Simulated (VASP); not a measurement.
Wanted: the native input for a VASP 6.6.1 run.

```
Task                   : single point
Functional             : PBEsol
Potentials or basis    : VASP PAW PBE potentials, release 64 (P)
Cutoff                 : 520 eV
k mesh                 : 8 × 1 × 6
Occupations            : fermi-dirac, width 0.05 eV
Spin                   : no spin polarisation
Dipole correction      : no
Further INCAR settings : ALGO = Normal; EDIFF = 1e-06; NBANDS = 18
```

The structure of P lies in POSCAR:

```
P
1.0
    3.2166940593      0.0000000000      0.0000000000
    0.0000000000     34.1454633489      0.0000000000
    0.0000000000      0.0000000000      4.5375258363
P
4
Direct
    0.5000000000      0.9702614300      0.9078492800
    0.5000000000      0.0297385700      0.0921507200
    0.0000000000      0.0297385700      0.4078492800
    0.0000000000      0.9702614300      0.5921507200
```

These files were run (other wordings do the same):

INCAR

```
SYSTEM = P
  PREC = Accurate
  ENCUT = 520
  EDIFF = 1E-6
  ISMEAR = -1
  SIGMA = 0.05
  LREAL = .FALSE.
  LASPH = .TRUE.
  NELM = 100
  ALGO = Normal
  ISIF = 2
  LWAVE = .FALSE.
  LCHARG = .FALSE.
  GGA = PS
  NBANDS = 18
```

KPOINTS

```
Automatic mesh
0
G
  8 1 6
  0 0 0
```

Potentials or basis: VASP PAW PBE potentials, release 64 (P).

Command:

```console
$ cat potpaw_PBE.64/P/POTCAR > POTCAR
$ mpirun -np 1 vasp_std > vasp.out
```

Results of the run:

| Item | Value |
| --- | --- |
| Largest force | 0.804 eV/Å |
| Band gap on the k mesh | 0.84 eV, indirect (least direct gap 0.87 eV) |

Caveat: the PAW data sets were made with another functional, which shifts forces and pressure a little.

Run time: 5.6 min on 1 thread of Intel Xeon 8259CL (shared host), peak memory 0.55 GiB.
